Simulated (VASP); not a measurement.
A run of VASP 6.6.1 is set up as follows.

INCAR

```
  ALGO = Normal
  EDIFF = 1E-6
  ENCUT = 520
  GGA = PE
  ISIF = 2
  ISMEAR = 0
  IVDW = 12
  LASPH = True
  LCHARG = False
  LREAL = False
  LWAVE = False
  NBANDS = 16
  NELM = 100
  PREC = Accurate
  SIGMA = 0.05
```

File KPOINTS:

```
k-points
0
Gamma
  12 12 4
```

POSCAR

```
BN
1.0
    2.5382972235      0.0000000000      0.0000000000
   -1.2691486118      2.1982298779      0.0000000000
    0.0000000000      0.0000000000      6.4823622293
B N
2 2
Direct
    0.3333333333      0.6666666667      0.2500000000
    0.6666666667      0.3333333333      0.7500000000
    0.3333333333      0.6666666667      0.7500000000
    0.6666666667      0.3333333333      0.2500000000
```

Potentials or basis: VASP PAW PBE potentials, release 64 (B, N).

Run with:

```console
$ cat potpaw_PBE.64/B/POTCAR potpaw_PBE.64/N/POTCAR > POTCAR
$ mpirun -np 1 vasp_std > vasp.out
```

**Question.** Estimate the dispersion energy per atom.

**Answer.** -0.141 eV.

**Question.** Predict the pressure.

**Answer.** -8.5 GPa.

**Question.** Predict the band gap on the k mesh.

**Answer.** 4.14 eV, indirect (least direct gap 4.51 eV).

Stress tensor (GPa, compression positive):
```
-13.00   0.00   0.00
  0.00 -13.00   0.00
  0.00   0.00   0.56
```

 A k mesh can miss the band edges.
